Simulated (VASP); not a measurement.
Wanted: the native input for a VASP 6.6.1 run.

```yaml
Task: single point
Functional: LDA
Potentials_or_basis: VASP PAW LDA potentials, release 64 (Te, Sn_d)
Cutoff: 520 eV
k_mesh: 6 × 6 × 6
Occupations: fermi-dirac, width 0.05 eV
Spin: no spin polarisation
Dipole_correction: no
Further_INCAR_settings: ALGO = Normal; EDIFF = 1e-06; NBANDS = 32
```

The structure of Sn3Te lies in POSCAR:

```
Sn3Te
1.0
    4.8329658348      0.0000000000      0.0000000000
    0.0000000000      4.8329658348      0.0000000000
    0.0000000000      0.0000000000      4.8329658348
Te Sn
1 3
Direct
    0.0000000000      0.0000000000      0.0000000000
    0.0000000000      0.5000000000      0.5000000000
    0.5000000000      0.0000000000      0.5000000000
    0.5000000000      0.5000000000      0.0000000000
```

This cell differs from its parent crystal: volume scaled by 0.98.

One way to write it, as run:

INCAR

```
SYSTEM = Sn3Te
PREC     = Accurate       ! precision mode
ENCUT    = 520            ! plane-wave cutoff, eV
EDIFF    = 1E-6           ! SCF threshold, eV
ISMEAR   = -1             ! smearing method
SIGMA    = 0.05           ! smearing width, eV
LREAL    = .FALSE.        ! projectors in reciprocal space
LASPH    = .TRUE.         ! aspherical terms in the spheres
NELM     = 100            ! most SCF steps
ALGO     = Normal         ! electronic algorithm
ISIF     = 2              ! what is computed and relaxed
LWAVE    = .FALSE.        ! write WAVECAR
LCHARG   = .FALSE.        ! write CHGCAR
NBANDS   = 32             ! bands
```

KPOINTS

```
regular mesh
0
G
  6 6 6
  0 0 0
```

Potentials or basis: VASP PAW LDA potentials, release 64 (Te, Sn_d).

The run is started by

```bash
$ cat potpaw_LDA.64/Te/POTCAR potpaw_LDA.64/Sn_d/POTCAR > POTCAR
$ mpirun -np 1 vasp_std > vasp.out
```

It gave:

| Quantity | Value |
| --- | --- |
| Pressure | -2.7 GPa |
| Band gap on the k mesh | zero (band 24 reaches 10.51 eV, above the bottom of band 25 at 7.26 eV) |

Caveat: spin-orbit coupling is left out, which moves the levels of the heavy elements.

It took 20 s on 1 thread of Intel(R) Xeon(R) 6975P-C (Granite Rapids), on a shared host, peak memory 0.2 GiB.
